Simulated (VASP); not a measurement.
# Pd (Im-3m) in VASP: further runs, part 2 of 2

VASP 6.6.1. Earlier steps stand in the parts before.

## (4) Single point, PBEsol

This run uses another cell than the first one, of 14.02 Å³/atom, 0.902 times its volume.

File INCAR:

```
PREC = Accurate
ENCUT = 520
EDIFF = 1E-6
ISMEAR = -1
SIGMA = 0.05
LREAL = False
LASPH = True
NELM = 60
ALGO = Normal
ISIF = 2
LWAVE = False
LCHARG = False
GGA = PS
NBANDS = 11
```

File KPOINTS:

```
regular mesh
0
Gamma
  12 12 12
```

File POSCAR:

```
Pd
1.0
   -1.5190113029      1.5190113029      1.5190113029
    1.5190113029     -1.5190113029      1.5190113029
    1.5190113029      1.5190113029     -1.5190113029
Pd
1
Direct
    0.0000000000      0.0000000000      0.0000000000
```

Potentials or basis: VASP PAW PBE potentials, release 64 (Pd).

The run is started by

```bash
$ cat potpaw_PBE.64/Pd/POTCAR > POTCAR
$ mpirun -np 1 vasp_std > vasp.out
```

OUTCAR:

```text
PREC = Accurate
   ENCUT = 520
   EDIFF = 1E-6
   ISMEAR = -1
   LREAL = False
   LASPH = True
   NELM = 60
   ISIF = 2
   GGA = PS

 ion  position               nearest neighbor table
   1  0.000  0.000  0.000-

  LATTYP: Found a body centered cubic cell.
 ALAT       =     3.0380226058

  Lattice vectors:

 A1 = (  -1.5190113029,   1.5190113029,   1.5190113029)
 A2 = (   1.5190113029,  -1.5190113029,   1.5190113029)
 A3 = (   1.5190113029,   1.5190113029,  -1.5190113029)

Analysis of symmetry for initial positions (statically):
=====================================================================
 Subroutine PRICEL returns:
 Original cell was already a primitive cell.

 Routine SETGRP: Setting up the symmetry group for a
 body centered cubic supercell.

 Subroutine GETGRP returns: Found 48 space group operations
[... 9 lines left out ...]

 Routine SETGRP: Setting up the symmetry group for a
 body centered cubic supercell.

 Subroutine GETGRP returns: Found 48 space group operations
[... 11 lines left out ...]
                                     Primitive cell

  volume of cell :      14.0198

  direct lattice vectors                    reciprocal lattice vectors
    -1.519011303  1.519011303  1.519011303     0.000000000  0.329161474  0.329161474
     1.519011303 -1.519011303  1.519011303     0.329161474  0.000000000  0.329161474
     1.519011303  1.519011303 -1.519011303     0.329161474  0.329161474  0.000000000

  length of vectors
     2.631004754  2.631004754  2.631004754     0.465504621  0.465504621  0.465504621

  position of ions in fractional coordinates (direct lattice)
     0.000000000  0.000000000  0.000000000

  ion indices of the primitive-cell ions
   primitive index   ion index
                 1           1

[... 84 lines left out ...]
   EMIN   =  10.00;   EMAX   =-10.00  energy-range for DOS
   EFERMI =   0.00;   METHOD = LEGACY
   ISMEAR =    -1;   SIGMA  =   0.05  broadening in eV -4-tet -1-fermi 0-gaus
   EFERMI_NEDOS =   21; number of points for ismear=-14 and -15
   IALGO  =     38    algorithm
   IMIX   =      4    mixing-type and parameters
     AMIX     =   0.40;   BMIX     =  1.00
     AMIX_MAG =   1.60;   BMIX_MAG =  1.00
  volume/ion in A,a.u.               =      14.02        94.61
  Fermi-wavevector in a.u.,A,eV,Ry     =   1.462718  2.764136 29.110248  2.139543
  Thomas-Fermi vector in A             =   2.578898
   LORBIT       =      0    0 simple, 1 ext, 2 COOP (PROOUT), +10 PAW based schemes
   GGA     = PS    functional components
   LHFCALC =     F    Hartree Fock is set to
   AEXX    =    0.0000 exact exchange contribution
   IVDW    =     0    specifies the selected vdW correction
   LEPSILON=     F    determine dielectric tensor
   LRPA    =     F    only Hartree local field effects (RPA)
 non-spin polarized calculation
  energy-cutoff  :      520.00
  volume of cell :       14.02
 maximum number of plane-waves:       394
   NGX =  9   NGY =  9   NGZ =  9

 number of electron      10.0000000 magnetization

 number of electron       9.9999997 magnetization

 Free energy of the ion-electron system (eV)
  ---------------------------------------------------
  ext. energy  EPLUGINS =         0.00000000
  ---------------------------------------------------
  free energy    TOTEN  =        -5.89730677 eV

  energy without entropy =       -5.88878225  energy(sigma->0) =       -5.89304451

 E-fermi :  10.4634     XC(G=0): -13.6929

 val. band max:       10.4632953647   @ k =  -0.4167   0.4167   0.3333
 cond. band min:      10.4779023621   @ k =  -0.4167   0.4167   0.4167
 fundamental gap:      0.0146069974
 Fermi energy:        10.4633903622

 k-point     1 :       0.0000    0.0000    0.0000
  band No.  band energies     occupation
      1       2.8679      2.00000
      2       7.2765      2.00000
      3       7.2765      2.00000
      4       7.2765      2.00000
      5       9.4584      2.00000
      6       9.4584      2.00000
      7      29.9186      0.00000
      8      29.9186      0.00000
      9      29.9186      0.00000
     10      36.5683      0.00000
     11      39.0975      0.00000
[... 309 lines left out ...]
 k-point    24 :       0.4167    0.0833    0.0833
  band No.  band energies     occupation
      1       5.1375      2.00000
      2       5.9632      2.00000
      3       9.2345      2.00000
      4       9.4766      2.00000
      5       9.7464      2.00000
      6      14.1412      0.00000
      7      18.7870      0.00000
      8      25.1762      0.00000
      9      26.4653      0.00000
     10      35.7270      0.00000
     11      36.5513      0.00000

 [... further k-points ...]
[... 5 lines left out ...]
  --------------------------------------------------------------------------------------
  -------------------------------------------------------------------------------------
  Total        0.8392460      0.8392460      0.8392460     -0.0000000     -0.0000000      0.0000000
  in kB       95.9084415     95.9084415     95.9084415     -0.0000000     -0.0000000      0.0000000
  external PRESSURE =      95.9084415 kB  Pullay stress =       0.0000000 kB

 VOLUME and BASIS-vectors are now :
 -----------------------------------------------------------------------------
  energy-cutoff  :      520.00
  volume of cell :       14.02
      direct lattice vectors                 reciprocal lattice vectors
    -1.519011303  1.519011303  1.519011303     0.000000000  0.329161474  0.329161474
     1.519011303 -1.519011303  1.519011303     0.329161474  0.000000000  0.329161474
     1.519011303  1.519011303 -1.519011303     0.329161474  0.329161474  0.000000000

 POSITION                                       TOTAL-FORCE (eV/Angst)
 -----------------------------------------------------------------------------------
      0.00000      0.00000      0.00000         0.000000     -0.000000     -0.000000
 -----------------------------------------------------------------------------------
    total drift:                               -0.000000     -0.000000      0.000000

  FREE ENERGIE OF THE ION-ELECTRON SYSTEM (eV)
  ---------------------------------------------------
  free  energy   TOTEN  =        -5.8973067687 eV

  energy  without entropy=       -5.8887822516  energy(sigma->0) =       -5.89304451
```

OSZICAR:

```text
N       E                     dE             d eps       ncg     rms          rms(c)
DAV:   1     0.408486939547E+02    0.40849E+02   -0.52430E+03  1592   0.856E+02
DAV:   2    -0.577334750066E+01   -0.46622E+02   -0.44574E+02  1770   0.183E+02
DAV:   3    -0.627344303707E+01   -0.50010E+00   -0.49945E+00  1925   0.204E+01
DAV:   4    -0.627540075170E+01   -0.19577E-02   -0.19575E-02  1912   0.132E+00
DAV:   5    -0.627542089862E+01   -0.20147E-04   -0.20145E-04  2047   0.121E-01    0.945E+00
DAV:   6    -0.591837870328E+01    0.35704E+00   -0.12868E+00  1938   0.948E+00    0.434E+00
DAV:   7    -0.590250636170E+01    0.15872E-01   -0.35235E-02  2063   0.130E+00    0.216E+00
DAV:   8    -0.589734023005E+01    0.51661E-02   -0.21199E-03  1981   0.457E-01    0.130E-01
DAV:   9    -0.589730190766E+01    0.38322E-04   -0.13749E-04  2006   0.105E-01    0.170E-02
DAV:  10    -0.589730726366E+01   -0.53560E-05   -0.28323E-06  1985   0.157E-02    0.872E-03
DAV:  11    -0.589730676870E+01    0.49496E-06   -0.46239E-08  1359   0.194E-03
   1 F= -.58973068E+01 E0= -.58930445E+01  d E =-.852452E-02
```

stdout:

```text
POSCAR found type information on POSCAR Pd
 POSCAR found :  1 types and       1 ions
 scaLAPACK will be used
 -----------------------------------------------------------------------------
|                                                                             |
|                                                                             |
|     You enforced a specific xc type in the INCAR file but a different       |
|     I HOPE YOU KNOW WHAT YOU ARE DOING!                                     |
|                                                                             |
 -----------------------------------------------------------------------------

 LDA part: xc-table for (Slater+PW92), standard interpolation
 POSCAR, INCAR and KPOINTS ok, starting setup
 FFT: planning ... GRIDC
 FFT: planning ... GRID_SOFT
 FFT: planning ... GRID
 WAVECAR not read
 entering main loop
```

Wall time 19 s (1 thread of AMD EPYC 7R13, shared host); peak memory 0.1 GiB.

What came out:

```yaml
Free_energy: -5.8973 eV
Pressure: 9.6 GPa
Band_gap_on_the_k_mesh: zero (band 5 reaches 11.18 eV, above the bottom of band 6 at 9.33 eV)
```

Levels at points of the mesh, in eV from the Fermi level:
| k point | band 1 | band 2 | band 3 | band 4 | band 5 | band 6 | band 7 | band 8 | band 9 | band 10 |
| --- | --- | --- | --- | --- | --- | --- | --- | --- | --- | --- |
| (0.00, 0.00, 0.00) | -7.60 | -3.19 | -3.19 | -3.19 | -1.00 | -1.00 | 19.46 | 19.46 | 19.46 | 26.10 |
| (0.50, 0.00, 0.00) | -5.74 | -4.50 | -1.08 | -0.73 | 0.72 | 1.26 | 8.40 | 15.23 | 18.36 | 25.21 |
| (0.50, 0.50, 0.50) | -5.69 | -5.69 | 0.29 | 0.29 | 0.29 | 9.39 | 9.39 | 9.39 | 18.36 | 18.36 |

Caveat: the PAW data sets were made with another functional, which shifts forces and pressure a little.

## (5) Single point, PBEsol

This run uses another cell than the first one, of 13.52 Å³/atom, 0.870 times its volume.

File INCAR:

```
PREC = Accurate ; ENCUT = 520
EDIFF = 1E-7 ; ISMEAR = -1
SIGMA = 0.05 ; LREAL = False
LASPH = True ; NELM = 80
ALGO = Normal ; ISIF = 2
LWAVE = False ; LCHARG = True
GGA = PS ; LELF = True
LVHAR = True ; NBANDS = 11
```

KPOINTS is that of step 4.

File POSCAR:

```
Pd
1.0
   -1.5007873683      1.5007873683      1.5007873683
    1.5007873683     -1.5007873683      1.5007873683
    1.5007873683      1.5007873683     -1.5007873683
Pd
1
Direct
    0.0000000000      0.0000000000      0.0000000000
```

Potentials or basis: VASP PAW PBE potentials, release 64 (Pd).

The run is started by

```bash
$ cat potpaw_PBE.64/Pd/POTCAR > POTCAR
$ mpirun -np 1 vasp_std > vasp.out
```

OUTCAR:

```text
PREC = Accurate
   ENCUT = 520
   EDIFF = 1E-7
   ISMEAR = -1
   LREAL = False
   LASPH = True
   NELM = 80
   ISIF = 2
   GGA = PS

 ion  position               nearest neighbor table
   1  0.000  0.000  0.000-

  LATTYP: Found a body centered cubic cell.
 ALAT       =     3.0015747366

  Lattice vectors:

 A1 = (  -1.5007873683,   1.5007873683,   1.5007873683)
 A2 = (   1.5007873683,  -1.5007873683,   1.5007873683)
 A3 = (   1.5007873683,   1.5007873683,  -1.5007873683)

Analysis of symmetry for initial positions (statically):
=====================================================================
 Subroutine PRICEL returns:
 Original cell was already a primitive cell.

 Routine SETGRP: Setting up the symmetry group for a
 body centered cubic supercell.

 Subroutine GETGRP returns: Found 48 space group operations
[... 9 lines left out ...]

 Routine SETGRP: Setting up the symmetry group for a
 body centered cubic supercell.

[... 145 lines left out ...]
  free energy    TOTEN  =        -5.85225090 eV

  energy without entropy =       -5.84420920  energy(sigma->0) =       -5.84823005

 E-fermi :  11.1180     XC(G=0): -13.9223

 val. band max:       11.1126229501   @ k =  -0.2500   0.2500   0.1667
 cond. band min:      11.1251955201   @ k =  -0.4167   0.4167   0.3333
 fundamental gap:      0.0125725700
 Fermi energy:        11.1180285741

 k-point     1 :       0.0000    0.0000    0.0000
  band No.  band energies     occupation
      1       3.2329      2.00000
      2       7.7509      2.00000
      3       7.7509      2.00000
      4       7.7509      2.00000
      5      10.0529      2.00000
      6      10.0529      2.00000
      7      30.6301      0.00000
      8      30.6301      0.00000
      9      30.6301      0.00000
     10      37.0770      0.00000
     11      40.2496      0.00000
[... 309 lines left out ...]
 k-point    24 :       0.4167    0.0833    0.0833
  band No.  band energies     occupation
      1       5.5000      2.00000
      2       6.3604      2.00000
      3       9.8047      2.00000
      4      10.0793      2.00000
      5      10.3662      2.00000
      6      14.8831      0.00000
      7      19.7659      0.00000
      8      25.9841      0.00000
      9      27.4962      0.00000
     10      36.8388      0.00000
     11      37.0757      0.00000

 [... further k-points ...]
[... 5 lines left out ...]
  --------------------------------------------------------------------------------------
  -------------------------------------------------------------------------------------
  Total        1.6468793      1.6468793      1.6468793     -0.0000000     -0.0000000      0.0000000
  in kB      195.1438466    195.1438466    195.1438466     -0.0000000     -0.0000000      0.0000000
  external PRESSURE =     195.1438466 kB  Pullay stress =       0.0000000 kB

 VOLUME and BASIS-vectors are now :
 -----------------------------------------------------------------------------
  energy-cutoff  :      520.00
  volume of cell :       13.52
      direct lattice vectors                 reciprocal lattice vectors
    -1.500787368  1.500787368  1.500787368     0.000000000  0.333158454  0.333158454
     1.500787368 -1.500787368  1.500787368     0.333158454  0.000000000  0.333158454
     1.500787368  1.500787368 -1.500787368     0.333158454  0.333158454  0.000000000

 POSITION                                       TOTAL-FORCE (eV/Angst)
 -----------------------------------------------------------------------------------
      0.00000      0.00000      0.00000        -0.000000      0.000000      0.000000
 -----------------------------------------------------------------------------------
    total drift:                               -0.000000     -0.000000      0.000000

  FREE ENERGIE OF THE ION-ELECTRON SYSTEM (eV)
  ---------------------------------------------------
  free  energy   TOTEN  =        -5.8522508975 eV

  energy  without entropy=       -5.8442092037  energy(sigma->0) =       -5.84823005
```

OSZICAR:

```text
N       E                     dE             d eps       ncg     rms          rms(c)
DAV:   1     0.435408331793E+02    0.43541E+02   -0.51641E+03  1584   0.862E+02
DAV:   2    -0.569963040355E+01   -0.49240E+02   -0.47687E+02  1786   0.189E+02
DAV:   3    -0.623194459307E+01   -0.53231E+00   -0.53137E+00  1913   0.213E+01
DAV:   4    -0.623397282497E+01   -0.20282E-02   -0.20279E-02  1960   0.137E+00
DAV:   5    -0.623399052416E+01   -0.17699E-04   -0.17698E-04  2027   0.118E-01    0.105E+01
DAV:   6    -0.587812499652E+01    0.35587E+00   -0.11929E+00  1950   0.924E+00    0.489E+00
DAV:   7    -0.585792312918E+01    0.20202E-01   -0.49046E-02  2082   0.159E+00    0.230E+00
DAV:   8    -0.585236826608E+01    0.55549E-02   -0.40037E-03  1954   0.655E-01    0.183E-01
DAV:   9    -0.585224501569E+01    0.12325E-03   -0.48485E-04  1989   0.196E-01    0.219E-02
DAV:  10    -0.585225134375E+01   -0.63281E-05   -0.62203E-06  2079   0.216E-02    0.902E-03
DAV:  11    -0.585225086192E+01    0.48183E-06   -0.10115E-07  1846   0.271E-03    0.845E-04
DAV:  12    -0.585225089749E+01   -0.35570E-07   -0.57887E-09  1323   0.417E-04
   1 F= -.58522509E+01 E0= -.58482301E+01  d E =-.804169E-02
```

Run time: 24 s. Hardware: 1 thread of AMD EPYC 7R13, shared host; peak memory 0.1 GiB.

What came out:

| Item | Value |
| --- | --- |
| Free energy | -5.8523 eV |
| Pressure | 19.5 GPa |
| Band gap on the k mesh | zero (band 5 reaches 11.89 eV, above the bottom of band 6 at 9.92 eV) |

Caveat: the PAW data sets were made with another functional, which shifts forces and pressure a little.

## (6) Single point, PBEsol

This run uses another cell than the first one, of 14.66 Å³/atom, 0.943 times its volume.

File INCAR:

```
PREC     = Accurate       # precision mode
ENCUT    = 520            # plane-wave cutoff, eV
EDIFF    = 1E-6           # SCF threshold, eV
ISMEAR   = -1             # smearing method
SIGMA    = 0.05           # smearing width, eV
LREAL    = F              # projectors in reciprocal space
LASPH    = T              # aspherical terms in the spheres
NELM     = 60             # most SCF steps
ALGO     = Normal         # electronic algorithm
ISIF     = 2              # what is computed and relaxed
LWAVE    = F              # write WAVECAR
LCHARG   = F              # write CHGCAR
GGA      = PS             # functional
NBANDS   = 11             # bands
```

KPOINTS is that of step 5.

File POSCAR:

```
Pd
1.0
   -1.5417200788      1.5417200788      1.5417200788
    1.5417200788     -1.5417200788      1.5417200788
    1.5417200788      1.5417200788     -1.5417200788
Pd
1
Direct
    0.0000000000      0.0000000000      0.0000000000
```

Potentials or basis: VASP PAW PBE potentials, release 64 (Pd).

The run is started by

```bash
$ cat potpaw_PBE.64/Pd/POTCAR > POTCAR
$ mpirun -np 1 vasp_std > vasp.out
```

Wall time 20 s (1 thread of AMD EPYC 7R13, shared host); peak memory 0.1 GiB.

It converged, with:

```yaml
Free_energy: -5.9152 eV
Pressure: -0.4 GPa
Band_gap_on_the_k_mesh: zero (band 5 reaches 10.35 eV, above the bottom of band 6 at 8.64 eV)
```

Levels at points of the mesh, in eV from the Fermi level:
```tsv
k point	band 3	band 4	band 5	band 6	band 7	band 8
(0.00, 0.00, 0.00)	-2.98	-2.98	-0.94	-0.94	19.37	19.37
(0.50, 0.00, 0.00)	-1.01	-0.69	0.65	1.33	8.00	15.13
(0.50, 0.50, 0.50)	0.26	0.26	0.26	9.21	9.21	9.21
```

Caveat: the PAW data sets were made with another functional, which shifts forces and pressure a little.

## (7) Summary

```csv
cell,k mesh,gap on the mesh (eV),pressure (GPa)
"a = 2.723 Å, angles 109.5°, 1 atom",9 × 9 × 9,none,-10.3
"a = 2.573 Å, angles 109.5°, 1 atom",12 × 12 × 12,none,29.4
"a = 2.631 Å, angles 109.5°, 1 atom",12 × 12 × 12,none,9.6
"a = 2.599 Å, angles 109.5°, 1 atom",12 × 12 × 12,none,19.5
"a = 2.670 Å, angles 109.5°, 1 atom",12 × 12 × 12,none,-0.4
```

Alike in all rows: task single point; level PBEsol; potentials or basis VASP PAW PBE potentials, release 64 (Pd); no spin polarisation; cutoff (eV) 520; smearing fermi-dirac 0.05 eV.

Caveats: the PAW data sets were made with another functional, which shifts forces and pressure a little.

Total energies depend on the potentials used, so only differences within one code and one set of settings carry meaning.
